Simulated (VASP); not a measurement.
# K3Pd (I4/mmm) in VASP: single point with PBE

Aim: the single point of K3Pd with PBE.

Everything below comes from runs of VASP 6.6.1. Logs are shortened: lines on timing, memory, paths and dates and some standing lists are left out, and cuts for length are marked.

## Step 1: The cell of the first run

The typed cell holds 4 atoms: a = 6.032 Å, b = 6.032 Å, c = 6.032 Å, α = 120.04°, β = 120.04°, γ = 89.93°.

## Step 2: Single point, PBE

INCAR

```
  PREC = Accurate
  ENCUT = 520
  EDIFF = 1E-7
  ISMEAR = 0
  SIGMA = 0.1
  LREAL = False
  LASPH = True
  NELM = 100
  ALGO = Fast
  ISIF = 2
  LWAVE = False
  LCHARG = False
  GGA = PE
  NBANDS = 26
```

KPOINTS

```
Automatic mesh
0
Gamma
  12 12 12
```

POSCAR

```
K3Pd
1.0
   -3.0143522507      3.0143522507      4.2680613454
    3.0143522507     -3.0143522507      4.2680613454
    3.0143522507      3.0143522507     -4.2680613454
K Pd
3 1
Direct
    0.5000000000      0.5000000000      0.0000000000
    0.2500000000      0.7500000000      0.5000000000
    0.7500000000      0.2500000000      0.5000000000
    0.0000000000      0.0000000000      0.0000000000
```

Potentials or basis: VASP PAW PBE potentials, release 64 (K_sv, Pd).

Launch:

```sh
$ cat potpaw_PBE.64/K_sv/POTCAR potpaw_PBE.64/Pd/POTCAR > POTCAR
$ mpirun -np 1 vasp_std > vasp.out
```

OUTCAR:

```text
PREC = Accurate
   ENCUT = 520
   EDIFF = 1E-7
   ISMEAR = 0
   LREAL = False
   LASPH = True
   NELM = 100
   ISIF = 2
   GGA = PE

 ion  position               nearest neighbor table
   1  0.500  0.500  0.000-   2 3.69   3 3.69   2 3.69   3 3.69   2 3.69   3 3.69   2 3.69   3 3.69

   2  0.250  0.750  0.500-   1 3.69   1 3.69   1 3.69   1 3.69
   3  0.750  0.250  0.500-   1 3.69   1 3.69   1 3.69   1 3.69
   4  0.000  0.000  0.000-

  LATTYP: Found a body centered tetragonal cell.
 ALAT       =     6.0287045014
 C/A-ratio  =     1.4159132677

  Lattice vectors:

 A1 = (  -3.0143522507,   3.0143522507,   4.2680613454)
 A2 = (   3.0143522507,  -3.0143522507,   4.2680613454)
 A3 = (   3.0143522507,   3.0143522507,  -4.2680613454)

Analysis of symmetry for initial positions (statically):
=====================================================================
 Subroutine PRICEL returns:
 Original cell was already a primitive cell.

 Routine SETGRP: Setting up the symmetry group for a
 body centered tetragonal supercell.

 Subroutine GETGRP returns: Found 16 space group operations
 (whereof 16 operations were pure point group operations)
 out of a pool of 16 trial point group operations.

The static configuration has the point symmetry D_4h.

Analysis of symmetry for dynamics (positions and initial velocities):
=====================================================================
 Subroutine PRICEL returns:
 Original cell was already a primitive cell.

 Routine SETGRP: Setting up the symmetry group for a
 body centered tetragonal supercell.

 Subroutine GETGRP returns: Found 16 space group operations
 (whereof 16 operations were pure point group operations)
 out of a pool of 16 trial point group operations.

The dynamic configuration has the point symmetry D_4h.

 Subroutine INISYM returns: Found 16 space group operations
 (whereof 16 operations are pure point group operations),
 and found     1 'primitive' translations

----------------------------------------------------------------------------------------

                                     Primitive cell

  volume of cell :     155.1239

  direct lattice vectors                    reciprocal lattice vectors
    -3.014352251  3.014352251  4.268061345     0.000000000  0.165873116  0.117149207
     3.014352251 -3.014352251  4.268061345     0.165873116  0.000000000  0.117149207
     3.014352251  3.014352251 -4.268061345     0.165873116  0.165873116  0.000000000

  length of vectors
     6.032328458  6.032328458  6.032328458     0.203070990  0.203070990  0.234580010

  position of ions in fractional coordinates (direct lattice)
     0.500000000  0.500000000  0.000000000
     0.250000000  0.750000000  0.500000000
     0.750000000  0.250000000  0.500000000
     0.000000000  0.000000000  0.000000000

  ion indices of the primitive-cell ions
   primitive index   ion index
                 1           1
                 2           2
                 3           3
                 4           4

----------------------------------------------------------------------------------------

 KPOINTS: Automatic mesh

Automatic generation of k-mesh.
 Grid dimensions read from file:
 generate k-points for:   12   12   12

 Generating k-lattice:

  Cartesian coordinates                     Fractional coordinates (reciprocal lattice)
     0.000000000  0.013822760  0.009762434     0.083333333  0.000000000  0.000000000
     0.013822760  0.000000000  0.009762434     0.000000000  0.083333333  0.000000000
     0.013822760  0.013822760  0.000000000     0.000000000  0.000000000  0.083333333

  Length of vectors
     0.016922583  0.016922583  0.019548334

  Shift w.r.t. Gamma in fractional coordinates (k-lattice)
     0.000000000  0.000000000  0.000000000

 Subroutine IBZKPT returns following result:
 ===========================================

 Found    163 irreducible k-points:

 Following reciprocal coordinates:
            Coordinates               Weight
  0.000000  0.000000  0.000000      1.000000
  0.083333  0.000000  0.000000      8.000000
  0.166667 -0.000000  0.000000      8.000000
  0.250000 -0.000000  0.000000      8.000000
  0.333333 -0.000000  0.000000      8.000000
  0.416667  0.000000  0.000000      8.000000
[... 16 lines left out ...]
  0.500000  0.166667  0.000000     16.000000
 -0.416667  0.166667  0.000000     16.000000
 [... further k-points ...]
   k-points           NKPTS =    163   k-points in BZ     NKDIM =    163   number of bands    NBANDS=     26
   number of dos      NEDOS =    301   number of ions     NIONS =      4
   total plane-waves  NPLWV = 110592
   dimension x,y,z NGX =    48 NGY =   48 NGZ =   48
   dimension x,y,z NGXF=    96 NGYF=   96 NGZF=   96
   ions per type =               3   1
   NGX,Y,Z   is equivalent  to a cutoff of  13.23, 13.23, 13.23 a.u.
   NGXF,Y,Z  is equivalent  to a cutoff of  26.46, 26.46, 26.46 a.u.
 SYSTEM =  unknown system
   PREC   = accura    normal or accurate (medium, high low for compatibility)
   ISTART =      0    job   : 0-new  1-cont  2-samecut
   ICHARG =      2    charge: 1-file 2-atom 10-const
   ISPIN  =      1    spin polarized calculation?
   LNONCOLLINEAR =      F non collinear calculations
   LSORBIT =      F    spin-orbit coupling
   LASPH  =      T    aspherical Exc in radial PAW
   ENCUT  =  520.0 eV  38.22 Ry    6.18 a.u.  11.22 11.22 11.22*2*pi/ulx,y,z
   NELM   =    100;   NELMIN=  2; NELMDL= -5     # of ELM steps
   EDIFF  = 0.1E-06   stopping-criterion for ELM
   LREAL  =      F    real-space projection
   EDIFFG = 0.1E-05   stopping-criterion for IOM
   NSW    =      0    number of steps for IOM
   IBRION =     -1    ionic relax: 0-MD 1-quasi-New 2-CG
   NFREE  =      0    steps in history (QN), initial steepest desc. (CG)
   ISIF   =      2    stress and relaxation
   ISYM   =      2    0-nonsym 1-usesym 2-fastsym
   POTIM  = 0.5000    time-step for ionic-motion
   TEBEG  =    0.0;   TEEND  =   0.0 temperature during run
   PSTRESS=    0.0 pullay stress
   NELECT =      37.0000    total number of electrons
   NUPDOWN=      -1.0000    fix difference up-down
   EMIN   =  10.00;   EMAX   =-10.00  energy-range for DOS
   EFERMI =   0.00;   METHOD = LEGACY
   ISMEAR =     0;   SIGMA  =   0.10  broadening in eV -4-tet -1-fermi 0-gaus
   EFERMI_NEDOS =   21; number of points for ismear=-14 and -15
   IALGO  =     68    algorithm
   IMIX   =      4    mixing-type and parameters
     AMIX     =   0.40;   BMIX     =  1.00
     AMIX_MAG =   1.60;   BMIX_MAG =  1.00
  volume/ion in A,a.u.               =      38.78       261.71
  Fermi-wavevector in a.u.,A,eV,Ry     =   1.015272  1.918586 14.024583  1.030778
  Thomas-Fermi vector in A             =   2.148548
   LORBIT       =      0    0 simple, 1 ext, 2 COOP (PROOUT), +10 PAW based schemes
   GGA     = PE    functional components
   LHFCALC =     F    Hartree Fock is set to
   AEXX    =    0.0000 exact exchange contribution
   IVDW    =     0    specifies the selected vdW correction
   LEPSILON=     F    determine dielectric tensor
   LRPA    =     F    only Hartree local field effects (RPA)
 non-spin polarized calculation
 RMM-DIIS sequential band-by-band and
 Gauss-broadening in eV      SIGMA  =   0.10
  energy-cutoff  :      520.00
  volume of cell :      155.12
 maximum number of plane-waves:      4279
 NGX is ok and might be reduce to    48
   NGX = 23   NGY = 23   NGZ = 23

 number of electron      36.9999997 magnetization

 Free energy of the ion-electron system (eV)
  ---------------------------------------------------
  ext. energy  EPLUGINS =         0.00000000
  ---------------------------------------------------
  free energy    TOTEN  =        -7.68565048 eV

  energy without entropy =       -7.66935732  energy(sigma->0) =       -7.67750390

 E-fermi :   1.4977     XC(G=0):  -7.5029

 val. band max:        1.4962611283   @ k =   0.4167   0.2500   0.1667
 cond. band min:       1.4993391955   @ k =   0.3333   0.3333   0.1667
 fundamental gap:      0.0030780672
 Fermi energy:         1.4976931124

 k-point     1 :       0.0000    0.0000    0.0000
  band No.  band energies     occupation
      1     -30.8248      2.00000
      2     -30.0660      2.00000
      3     -30.0530      2.00000
      4     -14.3399      2.00000
      5     -14.3391      2.00000
      6     -14.3391      2.00000
[... 18 lines left out ...]
     25       4.7399      0.00000
     26       5.1464      0.00000

 k-point     2 :       0.0833    0.0000    0.0000
  band No.  band energies     occupation
      1     -30.8247      2.00000
      2     -30.0658      2.00000
      3     -30.0532      2.00000
      4     -14.3405      2.00000
      5     -14.3398      2.00000
      6     -14.3396      2.00000
[... 18 lines left out ...]
     25       4.7451      0.00000
     26       4.9259      0.00000

 k-point     3 :       0.1667   -0.0000    0.0000
  band No.  band energies     occupation
      1     -30.8244      2.00000
      2     -30.0653      2.00000
      3     -30.0539      2.00000
      4     -14.3422      2.00000
      5     -14.3416      2.00000
      6     -14.3407      2.00000
[... 18 lines left out ...]
     25       4.7643      0.00000
     26       4.7654      0.00000

 k-point     4 :       0.2500   -0.0000    0.0000
  band No.  band energies     occupation
      1     -30.8241      2.00000
      2     -30.0645      2.00000
      3     -30.0551      2.00000
      4     -14.3447      2.00000
      5     -14.3441      2.00000
      6     -14.3418      2.00000
[... 18 lines left out ...]
     25       4.8011      0.00000
     26       4.8042      0.00000
[... 496 lines left out ...]
      1     -30.8232      2.00000
      2     -30.0607      2.00000
      3     -30.0598      2.00000
      4     -14.3517      2.00000
      5     -14.3490      2.00000
      6     -14.3437      2.00000
[... 18 lines left out ...]
     25       5.0041      0.00000
     26       5.1877      0.00000

 k-point    23 :       0.5000    0.1667    0.0000
  band No.  band energies     occupation
      1     -30.8233      2.00000
      2     -30.0614      2.00000
      3     -30.0591      2.00000
      4     -14.3527      2.00000
      5     -14.3501      2.00000
      6     -14.3412      2.00000
[... 18 lines left out ...]
     25       5.1163      0.00000
     26       5.4752      0.00000

 k-point    24 :      -0.4167    0.1667    0.0000
  band No.  band energies     occupation
      1     -30.8234      2.00000
      2     -30.0628      2.00000
      3     -30.0575      2.00000
      4     -14.3523      2.00000
      5     -14.3504      2.00000
      6     -14.3386      2.00000
[... 18 lines left out ...]
     25       5.0969      0.00000
     26       5.1327      0.00000

 [... further k-points ...]
[... 5 lines left out ...]
  --------------------------------------------------------------------------------------
  -------------------------------------------------------------------------------------
  Total       -0.0083408     -0.0083408     -0.0092475      0.0000000      0.0000000      0.0000000
  in kB       -0.0861473     -0.0861473     -0.0955121      0.0000000      0.0000000      0.0000000
  external PRESSURE =      -0.0892689 kB  Pullay stress =       0.0000000 kB

 VOLUME and BASIS-vectors are now :
 -----------------------------------------------------------------------------
  energy-cutoff  :      520.00
  volume of cell :      155.12
      direct lattice vectors                 reciprocal lattice vectors
    -3.014352251  3.014352251  4.268061345     0.000000000  0.165873116  0.117149207
     3.014352251 -3.014352251  4.268061345     0.165873116  0.000000000  0.117149207
     3.014352251  3.014352251 -4.268061345     0.165873116  0.165873116  0.000000000

 POSITION                                       TOTAL-FORCE (eV/Angst)
 -----------------------------------------------------------------------------------
      0.00000      0.00000      4.26806         0.000000     -0.000000      0.000000
      3.01435      0.00000      2.13403         0.000000     -0.000000      0.000000
      0.00000      3.01435      2.13403        -0.000000      0.000000     -0.000000
      0.00000      0.00000      0.00000         0.000000     -0.000000      0.000000
 -----------------------------------------------------------------------------------
    total drift:                                0.000000     -0.000000      0.000000

  FREE ENERGIE OF THE ION-ELECTRON SYSTEM (eV)
  ---------------------------------------------------
  free  energy   TOTEN  =        -7.6856504761 eV

  energy  without entropy=       -7.6693573195  energy(sigma->0) =       -7.67750390
```

It took 43 min on 1 thread of Intel Xeon 8259CL, shared host; peak memory 0.75 GiB.

Results:

- Free energy: -7.6857 eV
- Pressure: 0.0 GPa
- Band gap on the k mesh: zero (an odd number of electrons rules out a gap without spin polarisation)
